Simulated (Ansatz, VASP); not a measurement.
## Be: VASP beside Ansatz

```xyz
12
Lattice="3.4563 0.0000 0.0000 -1.7281 2.9932 0.0000 0.0000 0.0000 10.6122" Properties=species:S:1:pos:R:3 pbc="T T T"
Be    1.7281    0.9977    6.9312
Be    1.7281    0.9977    0.5633
Be    1.7281    0.9977    4.7428
Be    1.7281    0.9977    8.9871
Be    0.0000    0.0000    2.6530
Be    0.0000    1.9955   10.0489
Be    0.0000    0.0000    7.9591
Be    1.7281    0.9977    2.6530
Be    0.0000    1.9955    3.6810
Be    0.0000    1.9955    7.9591
Be    0.0000    1.9955    1.6251
Be    0.0000    1.9955    5.8694
```

Alike in both runs: functional PBE; k mesh 12 × 12 × 4; occupations gaussian, width 0.1 eV; no spin polarisation.

Ansatz relaxed the structure, and its values are those at the end. VASP's run is a single point on that final structure, the one shown.

|  | VASP | Ansatz |
| --- | --- | --- |
| version | VASP 6.6.1 | Ansatz 0.2.0 |
| potentials or method | VASP PAW PBE potentials, release 64 (Be), cutoff 520 eV | scalar-relativistic, plane waves, PAW |
| valence electrons in the cell | 24 | 24 |

Ansatz gave:

| Property | Result |
| --- | --- |
| gap on the k mesh at the Fermi level (eV) | none |
| pressure (GPa) | 0.0 |

What did VASP give for the same quantities?

gap on the k mesh at the Fermi level (eV): none; pressure (GPa): 0.1.

A gap of «none» marks a metal or a gap that the smearing closes.
